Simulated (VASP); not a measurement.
**CdS (Hawleyite): single point with PBE**

CdS (Hawleyite):

```xyz
2
Lattice="0.0000 2.9165 2.9165 2.9165 0.0000 2.9165 2.9165 2.9165 0.0000" Properties=species:S:1:pos:R:3 pbc="T T T"
Cd    0.0000    0.0000    0.0000
S     4.3748    4.3748    4.3748
```

```json
{
 "Program": "VASP 6.6.1",
 "Task": "single point",
 "Functional": "PBE",
 "Potentials or basis": "VASP PAW PBE potentials, release 64 (Cd, S)",
 "Cutoff": "520 eV",
 "k mesh": "8 × 8 × 8",
 "Occupations": "gaussian, width 0.026 eV",
 "Spin": "no spin polarisation"
}
```

```
Pressure               : 3.2 GPa
Band gap on the k mesh : 1.15 eV, direct
```

Levels at points of the mesh, in eV from the valence-band top:
```tsv
k point	band 6	band 7	band 8	band 9	band 10	band 11	band 12	band 13
(0.00, 0.00, 0.00)	-7.25	0.00	0.00	0.00	1.15	6.55	6.55	6.55
(0.50, 0.00, 0.00)	-6.87	-4.40	-0.75	-0.75	3.02	7.01	7.01	7.48
(0.50, 0.50, 0.00)	-6.80	-3.95	-1.88	-1.88	3.55	4.35	9.23	10.78
```

Run time: 23 s on 1 thread of Intel(R) Xeon(R) Platinum 8488C (Sapphire Rapids), on a shared host, peak memory 0.18 GiB.
